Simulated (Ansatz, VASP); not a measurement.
## KF in VASP and in Ansatz

Contents of INCAR:

```
SYSTEM = KF
PREC     = Accurate       ! precision mode
ENCUT    = 600            ! plane-wave cutoff, eV
EDIFF    = 1E-6           ! SCF threshold, eV
ISMEAR   = 0              ! smearing method
SIGMA    = 0.02           ! smearing width, eV
LREAL    = .False.        ! projectors in reciprocal space
LASPH    = .True.         ! aspherical terms in the spheres
NELM     = 60             ! most SCF steps
ALGO     = Normal         ! electronic algorithm
ISIF     = 3              ! what is computed and relaxed
LWAVE    = .False.        ! write WAVECAR
LCHARG   = .False.        ! write CHGCAR
GGA      = PE             ! functional
IBRION   = 2              ! ionic algorithm
NSW      = 65             ! ionic steps
EDIFFG   = -0.01          ! ionic threshold
```

Contents of KPOINTS:

```
regular mesh
0
Gamma
  9 9 6
  0 0 0
```

File POSCAR:

```
KF
1.0
    3.8319348817      0.0000000000      0.0000000000
   -1.9159674408      3.3185529532      0.0000000000
    0.0000000000      0.0000000000      6.2574556409
K F
2 2
Direct
    0.0000000000      0.0000000000      0.0000000000
    0.3333333333      0.6666666667      0.5000000000
    0.6666666667      0.3333333333      0.2500000000
    0.6666666667      0.3333333333      0.7500000000
```

Input for Ansatz:

```yaml
crystal:
  lattice:
    - [3.8319348817, 0.0, 0.0]
    - [-1.9159674408, 3.3185529532, 0.0]
    - [0.0, 0.0, 6.2574556409]
  atoms:
    - { symbol: K, position: [0.0, 0.0, 0.0] }
    - { symbol: F, position: [0.6666666667, 0.3333333333, 0.25] }
    - { symbol: K, position: [0.3333333333, 0.6666666667, 0.5] }
    - { symbol: F, position: [0.6666666667, 0.3333333333, 0.75] }
basis:
  ecutwfc: 420
kpoints:
  mp_grid: { grid: [9, 9, 6] }
hamiltonian:
  xc: pbe
scf:
  occupations: { method: gaussian, width: 0.02 }
output:
  forces: true
  stress: true
  eigenvalues: true
  populations: true
relax:
  adjacent_minimum: "off"
  f_tol: 0.01
  max_steps: 45
  cell: { stress_tol: 0.05 }
```

Alike in both runs: task relaxation of cell and atoms; functional PBE; k mesh 9 × 9 × 6; occupations gaussian, width 0.02 eV; no spin polarisation.

```csv
,VASP,Ansatz
version,VASP 6.6.1,Ansatz 0.2.0
potentials or method,"VASP PAW PBE potentials, release 64 (K_sv, F), cutoff 600 eV","scalar-relativistic, plane waves, PAW"
valence electrons in the cell,32,32
```

VASP gave:

```
gap on the k mesh at the Fermi level, each at its own relaxed structure (eV) : 5.56
relaxed volume (Å³/atom)                                                     : 19.84
relaxed cell length with the largest relative difference (Å)                 : 6.549
```

Question: Which values does Ansatz return?

Answer: gap on the k mesh at the Fermi level, each at its own relaxed structure (eV): 5.58; relaxed volume (Å³/atom): 19.84; relaxed cell length with the largest relative difference (Å): 6.551.
